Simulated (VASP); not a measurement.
# Os3Au (P6/mmm) in VASP: further runs

The runs below take Os3Au through single point, with PBE.

Everything below comes from runs of VASP 6.6.1. Logs are shortened: lines on timing, memory, paths and dates and some standing lists are left out, and cuts for length are marked.

### 1 The cell of the first run

The structure is hexagonal, space group P6/mmm (No. 191). Conventional cell: a = 5.445 Å, b = 5.445 Å, c = 2.560 Å, α = 90.00°, β = 90.00°, γ = 120.00°. Within 3.4 Å of Os (site symmetry mmm) lie 6 Os at 2.56 to 2.72 Å and 2 Au at 2.72 Å. Au (site symmetry 6/mmm) has 2 Au at 2.56 Å and 6 Os at 2.72 Å within 3.4 Å.

The cell was generated, and may not be a known phase.

### 2 Single point, PBE

Contents of INCAR:

```
PREC = Accurate
ENCUT = 600
EDIFF = 1E-6
ISMEAR = 0
SIGMA = 0.2
LREAL = False
LASPH = True
NELM = 120
ALGO = Normal
ISIF = 2
LWAVE = False
LCHARG = False
GGA = PE
NBANDS = 26
GGA_COMPAT = False
```

Contents of KPOINTS:

```
regular mesh
0
Gamma
  4 4 7
```

Contents of POSCAR:

```
Os3Au
1.0
    5.4450248979      0.0000000028      0.0000000000
   -2.7225124514      4.7155298844      0.0000000000
    0.0000000000      0.0000000000      2.5602322003
Os Au
3 1
Direct
    0.5000000000      0.0000000000      0.0000000000
    0.0000000000      0.5000000000      0.0000000000
    0.5000000000      0.5000000000      0.0000000000
    0.0000000000      0.0000000000      0.0000000000
```

Potentials or basis: VASP PAW PBE potentials, release 64 (Os, Au).

Command:

```bash
cat potpaw_PBE.64/Os/POTCAR potpaw_PBE.64/Au/POTCAR > POTCAR
mpirun -np 1 vasp_std > vasp.out
```

OUTCAR:

```text
PREC = Accurate
   ENCUT = 600
   EDIFF = 1E-6
   ISMEAR = 0
   LREAL = False
   LASPH = True
   NELM = 120
   ISIF = 2
   GGA = PE

 ion  position               nearest neighbor table
   1  0.500  0.000  0.000-   2 2.72   2 2.72   3 2.72   3 2.72   4 2.72   4 2.72
   2  0.000  0.500  0.000-   1 2.72   1 2.72   4 2.72   4 2.72   3 2.72   3 2.72
   3  0.500  0.500  0.000-   4 2.72   4 2.72   1 2.72   1 2.72   2 2.72   2 2.72
   4  0.000  0.000  0.000-   3 2.72   3 2.72   2 2.72   2 2.72   1 2.72   1 2.72

  LATTYP: Found a hexagonal cell.
 ALAT       =     5.4450248979
 C/A-ratio  =     0.4701966012

  Lattice vectors:

 A1 = (   5.4450248979,   0.0000000028,   0.0000000000)
 A2 = (  -2.7225124514,   4.7155298844,   0.0000000000)
 A3 = (   0.0000000000,   0.0000000000,   2.5602322003)

Analysis of symmetry for initial positions (statically):
=====================================================================
 Subroutine PRICEL returns:
 Original cell was already a primitive cell.

 Routine SETGRP: Setting up the symmetry group for a
 hexagonal supercell.

 Subroutine GETGRP returns: Found 24 space group operations
 (whereof 24 operations were pure point group operations)
 out of a pool of 24 trial point group operations.

The static configuration has the point symmetry D_6h.

Analysis of symmetry for dynamics (positions and initial velocities):
=====================================================================
 Subroutine PRICEL returns:
 Original cell was already a primitive cell.

 Routine SETGRP: Setting up the symmetry group for a
 hexagonal supercell.

 Subroutine GETGRP returns: Found 24 space group operations
 (whereof 24 operations were pure point group operations)
 out of a pool of 24 trial point group operations.

The dynamic configuration has the point symmetry D_6h.

 Subroutine INISYM returns: Found 24 space group operations
 (whereof 24 operations are pure point group operations),
 and found     1 'primitive' translations

----------------------------------------------------------------------------------------

                                     Primitive cell

  volume of cell :      65.7370

  direct lattice vectors                    reciprocal lattice vectors
     5.445024898  0.000000003  0.000000000     0.183653889  0.106032623  0.000000000
    -2.722512451  4.715529884  0.000000000    -0.000000000  0.212065245  0.000000000
     0.000000000  0.000000000  2.560232200     0.000000000  0.000000000  0.390589572

  length of vectors
     5.445024898  5.445024898  2.560232200     0.212065245  0.212065245  0.390589572

  position of ions in fractional coordinates (direct lattice)
     0.500000000  0.000000000  0.000000000
     0.000000000  0.500000000  0.000000000
     0.500000000  0.500000000  0.000000000
     0.000000000  0.000000000  0.000000000

  ion indices of the primitive-cell ions
   primitive index   ion index
                 1           1
                 2           2
                 3           3
                 4           4

----------------------------------------------------------------------------------------

 KPOINTS: regular mesh

Automatic generation of k-mesh.
 Grid dimensions read from file:
 generate k-points for:    4    4    7

 Generating k-lattice:

  Cartesian coordinates                     Fractional coordinates (reciprocal lattice)
     0.045913472  0.026508156  0.000000000     0.250000000  0.000000000  0.000000000
    -0.000000000  0.053016311  0.000000000     0.000000000  0.250000000  0.000000000
     0.000000000  0.000000000  0.055798510     0.000000000  0.000000000  0.142857143

  Length of vectors
     0.053016311  0.053016311  0.055798510

  Shift w.r.t. Gamma in fractional coordinates (k-lattice)
     0.000000000  0.000000000  0.000000000

 Subroutine IBZKPT returns following result:
 ===========================================

 Found     16 irreducible k-points:

 Following reciprocal coordinates:
            Coordinates               Weight
  0.000000  0.000000  0.000000      1.000000
  0.250000 -0.000000  0.000000      6.000000
  0.500000 -0.000000  0.000000      3.000000
  0.250000  0.250000  0.000000      6.000000
  0.000000  0.000000  0.142857      2.000000
  0.250000 -0.000000  0.142857     12.000000
[... 8 lines left out ...]
  0.500000 -0.000000  0.428571      6.000000
  0.250000  0.250000  0.428571     12.000000
   k-points           NKPTS =     16   k-points in BZ     NKDIM =     16   number of bands    NBANDS=     26
   number of dos      NEDOS =    301   number of ions     NIONS =      4
   total plane-waves  NPLWV =  46080
   dimension x,y,z NGX =    48 NGY =   48 NGZ =   20
   dimension x,y,z NGXF=    96 NGYF=   96 NGZF=   40
   ions per type =               3   1
   NGX,Y,Z   is equivalent  to a cutoff of  14.66, 14.66, 12.99 a.u.
   NGXF,Y,Z  is equivalent  to a cutoff of  29.31, 29.31, 25.97 a.u.
 SYSTEM =  unknown system
   PREC   = accura    normal or accurate (medium, high low for compatibility)
   ISTART =      0    job   : 0-new  1-cont  2-samecut
   ICHARG =      2    charge: 1-file 2-atom 10-const
   ISPIN  =      1    spin polarized calculation?
   LNONCOLLINEAR =      F non collinear calculations
   LSORBIT =      F    spin-orbit coupling
   LASPH  =      T    aspherical Exc in radial PAW
   ENCUT  =  600.0 eV  44.10 Ry    6.64 a.u.  10.88 10.88  5.11*2*pi/ulx,y,z
   NELM   =    120;   NELMIN=  2; NELMDL= -5     # of ELM steps
   EDIFF  = 0.1E-05   stopping-criterion for ELM
   LREAL  =      F    real-space projection
[... 7 lines left out ...]
   TEBEG  =    0.0;   TEEND  =   0.0 temperature during run
   PSTRESS=    0.0 pullay stress
   NELECT =      35.0000    total number of electrons
   NUPDOWN=      -1.0000    fix difference up-down
   EMIN   =  10.00;   EMAX   =-10.00  energy-range for DOS
   EFERMI =   0.00;   METHOD = LEGACY
   ISMEAR =     0;   SIGMA  =   0.20  broadening in eV -4-tet -1-fermi 0-gaus
   EFERMI_NEDOS =   21; number of points for ismear=-14 and -15
   IALGO  =     38    algorithm
   IMIX   =      4    mixing-type and parameters
     AMIX     =   0.40;   BMIX     =  1.00
     AMIX_MAG =   1.60;   BMIX_MAG =  1.00
  volume/ion in A,a.u.               =      16.43       110.90
  Fermi-wavevector in a.u.,A,eV,Ry     =   1.326868  2.507416 23.954114  1.760578
[... 53 lines left out ...]
[... 18 lines left out ...]
     25      14.0222      0.00000
     26      15.0431      0.00000

 k-point     3 :       0.5000   -0.0000    0.0000
  band No.  band energies     occupation
      1      -0.2701      2.00000
      2       0.4906      2.00000
      3       0.7551      2.00000
      4       2.0941      2.00000
      5       2.3970      2.00000
      6       2.7497      2.00000
[... 18 lines left out ...]
     25      14.7407      0.00000
     26      15.6701      0.00000

 k-point     4 :       0.2500    0.2500    0.0000
  band No.  band energies     occupation
      1      -0.3415      2.00000
      2       0.5938      2.00000
      3       1.1949      2.00000
      4       1.5042      2.00000
      5       2.2051      2.00000
      6       2.5040      2.00000
[... 18 lines left out ...]
     25      13.1631      0.00000
     26      16.3942      0.00000

 k-point     5 :       0.0000    0.0000    0.1429
  band No.  band energies     occupation
      1      -1.2242      2.00000
      2       0.9015      2.00000
      3       0.9015      2.00000
      4       1.1598      2.00000
      5       1.5539      2.00000
      6       3.4599      2.00000
[... 18 lines left out ...]
     25      13.2640      0.00000
     26      14.8551      0.00000

 k-point     6 :       0.2500   -0.0000    0.1429
  band No.  band energies     occupation
      1      -0.6405      2.00000
      2       1.1019      2.00000
      3       1.1976      2.00000
      4       1.3862      2.00000
      5       1.9707      2.00000
      6       3.2709      2.00000
[... 18 lines left out ...]
     25      14.5423      0.00000
     26      15.3361      0.00000

 k-point     7 :       0.5000   -0.0000    0.1429
  band No.  band energies     occupation
      1       0.3926      2.00000
      2       1.0047      2.00000
      3       1.2621      2.00000
      4       2.2133      2.00000
      5       2.4959      2.00000
      6       3.0462      2.00000
[... 18 lines left out ...]
     25      15.7143      0.00000
     26      16.2813      0.00000

 k-point     8 :       0.2500    0.2500    0.1429
  band No.  band energies     occupation
      1       0.3277      2.00000
      2       1.2374      2.00000
      3       1.4969      2.00000
      4       1.8030      2.00000
      5       2.3439      2.00000
      6       2.8509      2.00000
[... 18 lines left out ...]
     25      14.2302      0.00000
     26      17.5243      0.00000

 k-point     9 :       0.0000    0.0000    0.2857
  band No.  band energies     occupation
      1      -0.0478      2.00000
      2       1.3461      2.00000
      3       1.3461      2.00000
      4       1.8982      2.00000
      5       1.8982      2.00000
      6       2.0840      2.00000
[... 18 lines left out ...]
     25      13.2406      0.00000
     26      14.8029      0.00000

 k-point    10 :       0.2500   -0.0000    0.2857
  band No.  band energies     occupation
      1       0.5172      2.00000
      2       1.5450      2.00000
      3       1.7588      2.00000
      4       2.0433      2.00000
      5       2.0833      2.00000
      6       2.5557      2.00000
[... 18 lines left out ...]
     25      15.4162      0.00000
     26      15.9599      0.00000

 k-point    11 :       0.5000   -0.0000    0.2857
  band No.  band energies     occupation
      1       1.2977      2.00000
      2       1.7149      2.00000
      3       2.0427      2.00000
      4       2.5180      2.00000
      5       2.6494      2.00000
      6       3.0835      2.00000
[... 18 lines left out ...]
     25      17.2912      0.00000
     26      17.6399      0.00000

 k-point    12 :       0.2500    0.2500    0.2857
  band No.  band energies     occupation
      1       1.3821      2.00000
      2       1.8376      2.00000
      3       2.0044      2.00000
      4       2.3006      2.00000
      5       2.5466      2.00000
      6       3.0270      2.00000
[... 18 lines left out ...]
     25      16.1311      0.00000
     26      18.1595      0.00000

 k-point    13 :       0.0000    0.0000    0.4286
  band No.  band energies     occupation
      1       0.8486      2.00000
      2       0.9711      2.00000
      3       0.9711      2.00000
      4       1.7058      2.00000
      5       1.7058      2.00000
      6       2.0042      2.00000
[... 18 lines left out ...]
     25      13.2337      0.00000
     26      14.1372      0.00000

 k-point    14 :       0.2500   -0.0000    0.4286
  band No.  band energies     occupation
      1       1.1229      2.00000
      2       1.2344      2.00000
      3       1.4143      2.00000
      4       2.0028      2.00000
      5       2.1763      2.00000
      6       2.3239      2.00000
[... 18 lines left out ...]
     25      13.8606      0.00000
     26      15.5610      0.00000

 k-point    15 :       0.5000   -0.0000    0.4286
  band No.  band energies     occupation
      1       1.2974      2.00000
      2       1.6715      2.00000
      3       1.9063      2.00000
      4       2.6027      2.00000
      5       2.8444      2.00000
      6       3.1696      2.00000
[... 18 lines left out ...]
     25      14.1954      0.00000
     26      16.0383      0.00000

 k-point    16 :       0.2500    0.2500    0.4286
  band No.  band energies     occupation
      1       1.3805      2.00000
      2       1.5444      2.00000
      3       2.2100      2.00000
      4       2.4241      2.00000
      5       2.8623      2.00000
      6       2.8719      2.00000
[... 18 lines left out ...]
     25      15.2653      0.00000
     26      16.1946      0.00000

------------------------ aborting loop because EDIFF is reached ----------------------------------------

  FORCE on cell =-STRESS in cart. coord.  units (eV):
  Direction    XX          YY          ZZ          XY          YZ          ZX
  --------------------------------------------------------------------------------------
  -------------------------------------------------------------------------------------
  Total        0.1022698      0.1022698     -0.4521111     -0.0000000      0.0000000      0.0000000
  in kB        2.4925753      2.4925753    -11.0190977     -0.0000000      0.0000000      0.0000000
  external PRESSURE =      -2.0113157 kB  Pullay stress =       0.0000000 kB

 VOLUME and BASIS-vectors are now :
 -----------------------------------------------------------------------------
  energy-cutoff  :      600.00
  volume of cell :       65.74
      direct lattice vectors                 reciprocal lattice vectors
     5.445024898  0.000000003  0.000000000     0.183653889  0.106032623  0.000000000
    -2.722512451  4.715529884  0.000000000    -0.000000000  0.212065245  0.000000000
     0.000000000  0.000000000  2.560232200     0.000000000  0.000000000  0.390589572

 POSITION                                       TOTAL-FORCE (eV/Angst)
 -----------------------------------------------------------------------------------
      2.72251      0.00000      0.00000        -0.000000      0.000000      0.000000
     -1.36126      2.35776      0.00000         0.000000      0.000000      0.000000
      1.36126      2.35776      0.00000         0.000000      0.000000      0.000000
      0.00000      0.00000      0.00000         0.000000      0.000000      0.000000
 -----------------------------------------------------------------------------------
    total drift:                               -0.000000      0.000000      0.000000

  FREE ENERGIE OF THE ION-ELECTRON SYSTEM (eV)
  ---------------------------------------------------
  free  energy   TOTEN  =       -32.5523508108 eV

  energy  without entropy=      -32.4128927808  energy(sigma->0) =      -32.48262180
```

Wall time 33 s (1 thread of Intel Xeon 8259CL, shared host); peak memory 0.22 GiB.

What came out:

```yaml
Free_energy: -32.5524 eV
Pressure: -0.2 GPa
Band_gap_on_the_k_mesh: zero (an odd number of electrons rules out a gap without spin polarisation)
```

Caveat: spin-orbit coupling is left out, which moves the levels of the heavy elements.

### 3 Single point, PBE

This run uses another cell than the first one, of 22.41 Å³/atom.

Contents of INCAR:

```
SYSTEM = Os3Au
ALGO     = Normal         ! electronic algorithm
EDIFF    = 1E-6           ! SCF threshold, eV
ENCUT    = 600            ! plane-wave cutoff, eV
GGA      = PE             ! functional
GGA_COMPAT= .False.      
ISIF     = 2              ! what is computed and relaxed
ISMEAR   = 0              ! smearing method
LASPH    = .True.         ! aspherical terms in the spheres
LCHARG   = .True.         ! write CHGCAR
LELF     = .True.         ! ELF
LREAL    = .False.        ! projectors in reciprocal space
LVHAR    = .True.       
LWAVE    = .False.        ! write WAVECAR
NBANDS   = 26             ! bands
NELM     = 120            ! most SCF steps
PREC     = Accurate       ! precision mode
SIGMA    = 0.2            ! smearing width, eV
```

Contents of KPOINTS:

```
k-points
0
Gamma
  6 6 3
  0 0 0
```

Contents of POSCAR:

```
Os3Au
1.0
    4.4540555076      0.0000000000      0.0000000000
   -2.2270277538      3.8573252195      0.0000000000
    0.0000000000      0.0000000000      5.2185163750
Os Au
3 1
Direct
    0.3333333333      0.6666666667      0.0000000000
    0.6666666667      0.3333333333      0.0000000000
    0.0000000000      0.0000000000      0.0000000000
    0.0000000000      0.0000000000      0.5000000000
```

Potentials or basis: VASP PAW PBE potentials, release 64 (Os, Au).

Command:

```bash
cat potpaw_PBE.64/Os/POTCAR potpaw_PBE.64/Au/POTCAR > POTCAR
mpirun -np 1 vasp_std > vasp.out
```

It took 42 s on 1 thread of Intel Xeon 8259CL, shared host; peak memory 0.23 GiB.

The run converged. Its results:

| Item | Value |
| --- | --- |
| Free energy | -30.5731 eV |
| Pressure | -0.1 GPa |
| Band gap on the k mesh | zero (an odd number of electrons rules out a gap without spin polarisation) |

Stress tensor (GPa, compression positive):
```
-0.16  0.00  0.00
 0.00 -0.16  0.00
 0.00  0.00 -0.04
```

Levels at points of the mesh, in eV from the Fermi level:
| k point | band 14 | band 15 | band 16 | band 17 | band 18 | band 19 | band 20 | band 21 |
| --- | --- | --- | --- | --- | --- | --- | --- | --- |
| (0.00, 0.00, 0.00) | -2.10 | -2.10 | -1.10 | -1.10 | 0.09 | 0.37 | 0.42 | 1.75 |
| (0.50, 0.00, 0.00) | -1.53 | -1.13 | 0.11 | 0.54 | 0.61 | 0.65 | 1.70 | 1.72 |

Caveat: the k points lie up to 0.40 Å⁻¹ apart, too coarse for converged energies and pressures of a metal; spin-orbit coupling is left out, which moves the levels of the heavy elements.

### 4 Single point, PBE

This run uses another cell than the first one, of 22.41 Å³/atom.

Contents of INCAR:

```
SYSTEM = Os3Au
PREC     = Accurate       ! precision mode
ENCUT    = 600            ! plane-wave cutoff, eV
EDIFF    = 1E-6           ! SCF threshold, eV
ISMEAR   = 0              ! smearing method
SIGMA    = 0.2            ! smearing width, eV
LREAL    = .FALSE.        ! projectors in reciprocal space
LASPH    = .TRUE.         ! aspherical terms in the spheres
NELM     = 120            ! most SCF steps
ALGO     = Normal         ! electronic algorithm
ISIF     = 2              ! what is computed and relaxed
LWAVE    = .FALSE.        ! write WAVECAR
LCHARG   = .TRUE.         ! write CHGCAR
GGA      = PE             ! functional
LELF     = .TRUE.         ! ELF
LVHAR    = .TRUE.       
NBANDS   = 26             ! bands
GGA_COMPAT= .FALSE.
```

Contents of KPOINTS:

```
Automatic mesh
0
G
  6 6 3
  0 0 0
```

Contents of POSCAR:

```
Os3Au
1.0
    4.4531816449      0.0000000000      0.0000000000
   -2.2265908225      3.8565684322      0.0000000000
    0.0000000000      0.0000000000      5.2188446483
Os Au
3 1
Direct
    0.3333333333      0.6666666667      0.5000000000
    0.6666666667      0.3333333333      0.5000000000
    0.0000000000      0.0000000000      0.5000000000
    0.0000000000      0.0000000000      0.0000000000
```

Command:

```bash
cat potpaw_PBE.64/Os/POTCAR potpaw_PBE.64/Au/POTCAR > POTCAR
mpirun -np 1 vasp_std > vasp.out
```

Run time: 36 s. Hardware: 1 thread of Intel Xeon 8259CL, shared host; peak memory 0.24 GiB.

Results (log left out):

| Quantity | Value |
| --- | --- |
| Free energy | -30.5731 eV |
| Pressure | 0.0 GPa |
| Band gap on the k mesh | zero (an odd number of electrons rules out a gap without spin polarisation) |

Levels at points of the mesh, in eV from the Fermi level:
```tsv
k point	band 13	band 14	band 15	band 16	band 17	band 18	band 19	band 20	band 21	band 22
(0.00, 0.00, 0.00)	-2.27	-2.10	-2.10	-1.10	-1.10	0.09	0.36	0.42	1.75	1.75
(0.50, 0.00, 0.00)	-1.81	-1.53	-1.14	0.11	0.54	0.61	0.65	1.70	1.72	2.14
```

Caveat: the k points lie up to 0.40 Å⁻¹ apart, too coarse for converged energies and pressures of a metal; spin-orbit coupling is left out, which moves the levels of the heavy elements.

### 5 The runs side by side

```csv
cell,k mesh,gap on the mesh (eV),pressure (GPa)
"a = 5.445, b = 5.445, c = 2.560 Å, angles 90.0, 90.0, 120.0°, 4 atoms, atomic positions A",4 × 4 × 7,none,-0.2
"a = 4.454, b = 4.454, c = 5.219 Å, angles 90.0, 90.0, 120.0°, 4 atoms, atomic positions B",6 × 6 × 3,none,-0.1
"a = 4.453, b = 4.453, c = 5.219 Å, angles 90.0, 90.0, 120.0°, 4 atoms, atomic positions B",6 × 6 × 3,none,0.0
```

Alike in all rows: task single point; level PBE; potentials or basis VASP PAW PBE potentials, release 64 (Os, Au); no spin polarisation; cutoff (eV) 600; smearing gaussian 0.2 eV.

Caveats: some runs use coarse meshes; spin-orbit coupling is left out, which moves the levels of the heavy elements.

Total energies depend on the potentials used, so only differences within one code and one set of settings carry meaning.
